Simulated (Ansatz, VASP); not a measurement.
# NaHF2 in VASP and in Ansatz

File INCAR:

```
ALGO     = Normal         # electronic algorithm
EDIFF    = 1E-8           # SCF threshold, eV
ENCUT    = 520            # plane-wave cutoff, eV
ISIF     = 2              # what is computed and relaxed
ISMEAR   = -1             # smearing method
LASPH    = T              # aspherical terms in the spheres
LCHARG   = F              # write CHGCAR
LEFG     = T            
LREAL    = F              # projectors in reciprocal space
LWAVE    = F              # write WAVECAR
NBANDS   = 19             # bands
NELM     = 60             # most SCF steps
PREC     = Accurate       # precision mode
SIGMA    = 0.02           # smearing width, eV
```

File KPOINTS:

```
k-points
0
Gamma
  10 10 10
```

POSCAR

```
NaHF2
1.0
    1.6938763128      0.9779599452      4.6388706988
   -1.6938763128      0.9779599452      4.6388706988
    0.0000000000     -1.9559198903      4.6388706988
Na H F
1 1 2
Direct
    0.0000000000      0.0000000000      0.0000000000
    0.5000000000      0.5000000000      0.5000000000
    0.4100000000      0.4100000000      0.4100000000
    0.5900000000      0.5900000000      0.5900000000
```

Input for Ansatz:

```yaml
crystal:
  lattice:
    - [1.6938763128, 0.9779599452, 4.6388706988]
    - [-1.6938763128, 0.9779599452, 4.6388706988]
    - [0.0, -1.9559198903, 4.6388706988]
  atoms:
    - { symbol: Na, position: [0.0, 0.0, 0.0] }
    - { symbol: H, position: [0.5, 0.5, 0.5] }
    - { symbol: F, position: [0.41, 0.41, 0.41] }
    - { symbol: F, position: [0.59, 0.59, 0.59] }
kpoints:
  mp_grid: { grid: [10, 10, 10] }
scf:
  occupations: { method: fermi_dirac, width: 0.02 }
hamiltonian:
  xc: lda
  pseudopotentials: { kind: paw }
output:
  forces: true
  stress: true
  eigenvalues: true
  efg: { contact_densities: true }
```

Change from the starting cell: equal xx and yy strain of -2 %, PAW files.

Alike in both runs: task electric field gradients; functional LDA; k mesh 10 × 10 × 10; occupations fermi-dirac, width 0.02 eV; no spin polarisation.

```csv
,VASP,Ansatz
version,VASP 6.6.1,Ansatz 0.2.0
potentials or method,"VASP PAW LDA potentials, release 64 (Na_pv, H, F)","PAW with Ansatz's default frozen-core files, scalar-relativistic"
plane-wave cutoff (eV),520,420
valence electrons in the cell,22,24
```

|  | VASP | Ansatz | Ansatz less VASP |
| --- | --- | --- | --- |
| gap on the k mesh at the Fermi level (eV) | 6.41 | 6.45 | +0.034 |
| pressure (GPa) | -6.0 | -6.0 | -0.02 |
| traceless stress, the component that is largest in VASP (GPa) | -11.81 | -12.23 | -0.423 |
| rms of the force components (eV/Å) | 0.911 | 0.933 | +0.0222 |
| size of Vzz on the site where it differs most (V/Å²) | 119.1 | 117.3 | -1.79 |

LDA's correlation is that of Perdew and Zunger in VASP and of Perdew and Wang (1992) in Ansatz. Atom by atom the forces differ by 0.022 eV/Å (rms over components). VASP's potentials hold 22 valence electrons a cell and Ansatz's 24, so a difference there can come from the potentials and not from the codes.
